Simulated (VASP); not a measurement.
# LiAl16O24 (a cell with a defect) in VASP: a series of runs, part 2 of 2

VASP 6.6.1.

## 3. Relaxation of the atoms, PBE

INCAR reads:

```
SYSTEM = LiAl16O24
PREC = Accurate ; ENCUT = 520
EDIFF = 1E-6 ; ISMEAR = -1
SIGMA = 0.01 ; LREAL = Auto
LASPH = .True. ; NELM = 60
ALGO = Normal ; ISIF = 2
LWAVE = .False. ; LCHARG = .False.
GGA = PE ; IBRION = 2
NSW = 90 ; EDIFFG = -0.02
NELECT = 194.0
```

KPOINTS reads:

```
regular mesh
0
Gamma
  1 1 1
  0 0 0
```

POSCAR reads:

```
LiAl16O24
1.0
    2.4039417600      1.3879164200      4.3742070900
   -4.8078835200      2.7758328500      8.7484141900
    0.0000000000     -5.5516656900      8.7484141900
Al O Li
16 24 1
Direct
    0.6478877100      0.3239438500      0.3239438500
    0.8546289100      0.4269431200      0.4254742500
    0.1478877100      0.0739438500      0.0739438500
    0.3521122900      0.1760561500      0.1760561500
    0.6422923800      0.3196300600      0.8172279700
    0.8521122900      0.4260561500      0.9260561500
    0.1469798700      0.0720616500      0.5747841500
    0.3530419800      0.1742280100      0.6765251400
    0.6481387600      0.8255911100      0.3247399200
    0.8541393300      0.9278447900      0.4264199700
    0.1478877100      0.5739438500      0.0739438500
    0.3521122900      0.6760561500      0.1760561500
    0.6478104400      0.8275750400      0.8196905500
    0.8531234900      0.9271390800      0.9255901100
    0.1466076900      0.5729925400      0.5756328900
    0.3544683300      0.6774129200      0.6738742000
    0.4460358000      0.0229825600      0.3797901300
    0.9438508600      0.1250000000      0.2780745700
    0.0561491400      0.3750000000      0.2219254300
    0.7500000000      0.2219254300      0.0280745700
    0.2500000000      0.2780745700      0.4719254300
    0.5561491400      0.4719254300      0.1250000000
    0.4458314200      0.0229253900      0.8797638800
    0.9454725300      0.1264611500      0.7725078900
    0.0472840700      0.3712009700      0.7235336800
    0.7503991300      0.2156671100      0.5337986600
    0.2500000000      0.2780745700      0.9719254300
    0.5508282700      0.4770593900      0.6213755200
    0.4438508600      0.5280745700      0.3750000000
    0.9538975500      0.6287291200      0.2775708800
    0.0556616000      0.8734450200      0.2286877600
    0.7500000000      0.7219254300      0.0280745700
    0.2507420600      0.7842256900      0.4673719500
    0.5553486600      0.9769709500      0.1214486500
    0.4438508600      0.5280745700      0.8750000000
    0.9438508600      0.6250000000      0.7780745700
    0.0549129800      0.8694911300      0.7281315600
    0.7510954700      0.7150638600      0.5364408200
    0.2528657800      0.7868876400      0.9680649100
    0.5551383100      0.9768819600      0.6214481300
    0.5081500000      0.2551610000      0.2407630000
```

Potentials or basis: VASP PAW PBE potentials, release 64 (Al, O, Li_sv).

On the command line:

```
cat potpaw_PBE.64/Al/POTCAR potpaw_PBE.64/O/POTCAR potpaw_PBE.64/Li_sv/POTCAR > POTCAR
mpirun -np 1 vasp_gam > vasp.out
```

OUTCAR:

```text
SYSTEM = LiAl16O24
   PREC = Accurate
   ENCUT = 520
   EDIFF = 1E-6
   ISMEAR = -1
   LREAL = Auto
   LASPH = .True.
   NELM = 60
   ISIF = 2
   GGA = PE
   IBRION = 2
   NSW = 90
   EDIFFG = -0.02
   NELECT = 194.0

 ion  position               nearest neighbor table
   1  0.648  0.324  0.324-  18 1.87  22 1.87  21 1.87  41 1.94  19 1.99  29 1.99  26 2.03   2 2.69
                             4 2.82  12 2.82   8 2.82  10 3.23   2 3.24   6 3.25
   2  0.855  0.427  0.425-  21 1.87  28 1.87  30 1.91  19 1.99  29 2.00  26 2.05   1 2.69  11 2.81
                            41 2.82  15 2.83   7 2.84   5 3.18   1 3.24   9 3.26
   3  0.148  0.074  0.074-  23 1.86  20 1.87  31 1.89  34 1.98  27 1.99  18 1.99   4 2.68  41 2.75
                            10 2.82   6 2.82  14 2.82   8 3.25  12 3.25   4 3.25
   4  0.352  0.176  0.176-  19 1.87  20 1.87  17 1.92  41 1.94  34 1.97  18 1.99  27 1.99   3 2.68
                             9 2.81   1 2.82   5 2.86  11 3.25   3 3.25   7 3.25
   5  0.642  0.320  0.817-  24 1.83  27 1.84  28 1.86  25 2.00  35 2.08  20 2.08   6 2.80   8 2.83
                            16 2.85   4 2.86   2 3.18  14 3.18   6 3.20
   6  0.852  0.426  0.926-  22 1.87  36 1.87  27 1.87  35 1.99  20 1.99  25 2.01  41 2.71   5 2.80
                            15 2.81  11 2.82   3 2.82   5 3.20   1 3.25  13 3.28
   7  0.147  0.072  0.575-  26 1.85  17 1.86  37 1.91  24 1.95  40 1.98  21 2.01   8 2.69  14 2.81
                            10 2.83   2 2.84  41 2.88  16 3.23   8 3.24   4 3.25
   8  0.353  0.174  0.677-  26 1.85  25 1.87  23 1.91  40 1.95  24 1.98  21 1.99   7 2.69  13 2.77
[... 511 lines left out ...]

 number of electron     194.0000012 magnetization

------------------------ aborting loop because EDIFF is reached ----------------------------------------
[... 145 lines left out ...]
--------------------------------------- Ionic step       20  -------------------------------------------

 number of electron     194.0000011 magnetization

 Free energy of the ion-electron system (eV)
  ---------------------------------------------------
  ext. energy  EPLUGINS =         0.00000000
  ---------------------------------------------------
  free energy    TOTEN  =      -307.87711727 eV

  energy without entropy =     -307.87711727  energy(sigma->0) =     -307.87711727

 E-fermi :   6.4371     XC(G=0): -11.5759

 val. band max:        6.0518164131   @ k =   0.0000   0.0000   0.0000
 cond. band min:      11.8129326727   @ k =   0.0000   0.0000   0.0000
 fundamental gap:      5.7611162596
 Fermi energy:         6.4370573452

 k-point     1 :       0.0000    0.0000    0.0000
  band No.  band energies     occupation
      1     -36.7047      2.00000
      2     -13.0500      2.00000
      3     -12.0676      2.00000
      4     -12.0322      2.00000
      5     -11.9173      2.00000
      6     -11.8790      2.00000
[... 101 lines left out ...]
    108      15.4437      0.00000
    109      15.5133      0.00000
 [bands above 109 left out]

------------------------ aborting loop because EDIFF is reached ----------------------------------------

  FORCE on cell =-STRESS in cart. coord.  units (eV):
  Direction    XX          YY          ZZ          XY          YZ          ZX
  --------------------------------------------------------------------------------------
  -------------------------------------------------------------------------------------
  Total       -9.9994367     -3.3966195      0.2521562     -5.0989882     -0.2930439     -1.1800951
  in kB      -45.7391701    -15.5367310      1.1534064    -23.3236625     -1.3404340     -5.3979611
  external PRESSURE =     -20.0408315 kB  Pullay stress =       0.0000000 kB
[... 56 lines left out ...]
  FREE ENERGIE OF THE ION-ELECTRON SYSTEM (eV)
  ---------------------------------------------------
  free  energy   TOTEN  =      -307.8771172687 eV

  energy  without entropy=     -307.8771172687  energy(sigma->0) =     -307.87711727

 reached required accuracy - stopping structural energy minimisation
```

OSZICAR:

```text
N       E                     dE             d eps       ncg     rms          rms(c)
DAV:   1     0.205308296446E+04    0.20531E+04   -0.11592E+05   236   0.168E+03
DAV:   2    -0.124161899623E+03   -0.21772E+04   -0.20858E+04   338   0.400E+02
DAV:   3    -0.331919253160E+03   -0.20776E+03   -0.20634E+03   280   0.132E+02
[... 184 lines left out ...]
DAV:   1    -0.307876986347E+03    0.46922E-05   -0.74691E-02   236   0.958E-01    0.389E-02
DAV:   2    -0.307877135103E+03   -0.14876E-03   -0.17106E-03   280   0.135E-01    0.252E-02
DAV:   3    -0.307877125276E+03    0.98273E-05   -0.40490E-05   344   0.225E-02    0.173E-02
DAV:   4    -0.307877117558E+03    0.77184E-05   -0.32674E-05   272   0.227E-02    0.643E-03
DAV:   5    -0.307877117269E+03    0.28889E-06   -0.58988E-06   272   0.107E-02
  20 F= -.30787712E+03 E0= -.30787712E+03  d E =-.126337E-03
```

It took 10 min on 1 thread of AMD EPYC 9R45 (Zen 5), shared host; peak memory 0.55 GiB.

What came out:

```yaml
Free_energy: -307.8771 eV
Energy_gained_by_relaxing: 47.1 meV/atom
Ionic_steps: 20
Largest_force_after_relaxing: 0.012 eV/Å
```

Forces on the atoms (eV/Å):
```
Al  -0.002  0.000 -0.004
Al  -0.002 -0.004  0.005
Al   0.001  0.001 -0.002
Al   0.000  0.000 -0.006
Al   0.004 -0.002 -0.001
Al  -0.003  0.000  0.004
Al  -0.001  0.003 -0.002
Al   0.000  0.000 -0.001
Al   0.003  0.002 -0.001
Al   0.000  0.001 -0.003
Al  -0.001 -0.003  0.009
Al  -0.007 -0.004 -0.004
Al  -0.004  0.005  0.004
Al  -0.002  0.006  0.006
Al   0.002 -0.005 -0.001
Al   0.004 -0.004 -0.006
O    0.000 -0.003 -0.011
O    0.006  0.000  0.002
O   -0.002  0.001  0.000
O    0.003  0.001  0.001
O    0.000  0.000 -0.008
O    0.003  0.006  0.003
O   -0.001  0.002 -0.004
O   -0.003  0.000  0.000
O    0.002  0.000  0.004
O    0.001 -0.001  0.002
O    0.004  0.001  0.002
O   -0.001  0.001 -0.001
O    0.002  0.001 -0.001
O    0.000  0.001  0.000
O   -0.003 -0.001  0.000
O   -0.001  0.005  0.000
O   -0.002  0.001  0.001
O   -0.002 -0.007  0.009
O   -0.006  0.000  0.001
O   -0.003  0.004  0.006
O    0.001 -0.001 -0.007
O   -0.004 -0.001 -0.001
O    0.006  0.001  0.004
O    0.005 -0.003  0.002
Li   0.003  0.000 -0.002
```

The path:
| step | energy change (eV) | largest force (eV/Å) | pressure (GPa) |
| --- | --- | --- | --- |
| 1 | 0.0000 | 5.0523 | -1.77 |
| 2 | -0.8825 | 2.9283 | -1.09 |
| 3 | -1.4591 | 1.0384 | -1.93 |
| 4 | -1.7537 | 0.8702 | -2.07 |
| 5 | -1.7541 | 0.8466 | -2.07 |
| 6 | -1.8592 | 0.2719 | -2.08 |
| 7 | -1.8673 | 0.3315 | -2.06 |
| 8 | -1.9031 | 0.1978 | -2.01 |
| 9 | -1.9037 | 0.2446 | -1.99 |
| 10 | -1.9212 | 0.1028 | -1.96 |
| 11 | -1.9212 | 0.1147 | -1.96 |
| 12 | -1.9269 | 0.0924 | -1.98 |
| 13 | -1.9273 | 0.1128 | -1.99 |
| 14 | -1.9295 | 0.0592 | -2.01 |
| 15 | -1.9295 | 0.0548 | -2.01 |
| 16 | -1.9304 | 0.0294 | -2.01 |
| 17 | -1.9304 | 0.0294 | -2.01 |
| 18 | -1.9306 | 0.0236 | -2.01 |
| 19 | -1.9306 | 0.0252 | -2.01 |
| 20 | -1.9308 | 0.0118 | -2.00 |

Final structure:
```
Al O Li
1.0
     2.40394    1.38792    4.37421
    -4.80788    2.77583    8.74841
     0.00000   -5.55167    8.74841
Al O Li
16 24 1
Direct
  0.66737 0.33128 0.33407
  0.85863 0.43366 0.43014
  0.14206 0.06676 0.06951
  0.33340 0.16910 0.16565
  0.64761 0.32522 0.82253
  0.85314 0.43104 0.92218
  0.14742 0.06924 0.57758
  0.35298 0.17516 0.67713
  0.64634 0.82528 0.32284
  0.85436 0.92347 0.42738
  0.14632 0.57694 0.07224
  0.35438 0.67506 0.17687
  0.64663 0.82421 0.82198
  0.85267 0.92601 0.92422
  0.14786 0.57429 0.57550
  0.35392 0.67612 0.67770
  0.43725 0.03007 0.37433
  0.92766 0.13304 0.27434
  0.07295 0.36740 0.22535
  0.73618 0.21137 0.04037
  0.26439 0.28914 0.45939
  0.56337 0.47036 0.12539
  0.44524 0.02200 0.87642
  0.94547 0.12931 0.77289
  0.05512 0.37100 0.72681
  0.75273 0.21764 0.53675
  0.24789 0.28272 0.96293
  0.55539 0.47834 0.62328
  0.45360 0.52729 0.37860
  0.95005 0.62943 0.27272
  0.05065 0.87097 0.22693
  0.74975 0.71420 0.03473
  0.25084 0.78613 0.46501
  0.54705 0.97311 0.12106
  0.44606 0.52256 0.88027
  0.94566 0.62930 0.77290
  0.05490 0.87100 0.72682
  0.75062 0.71697 0.53410
  0.24998 0.78339 0.96554
  0.55456 0.97779 0.61939
  0.50016 0.25025 0.24992
```

Caveat: the k points lie up to 1.22 Å⁻¹ apart, too coarse for converged energies, forces and pressures; the cell carries a net charge on a neutralising background, which shifts energy and pressure; the cell is charged against a uniform background, so pressure and absolute levels hang on convention; the cutoff is under 1.25 times the usual one of these potentials, so pressure, stress and relaxed cells hold a basis-set (Pulay) error.
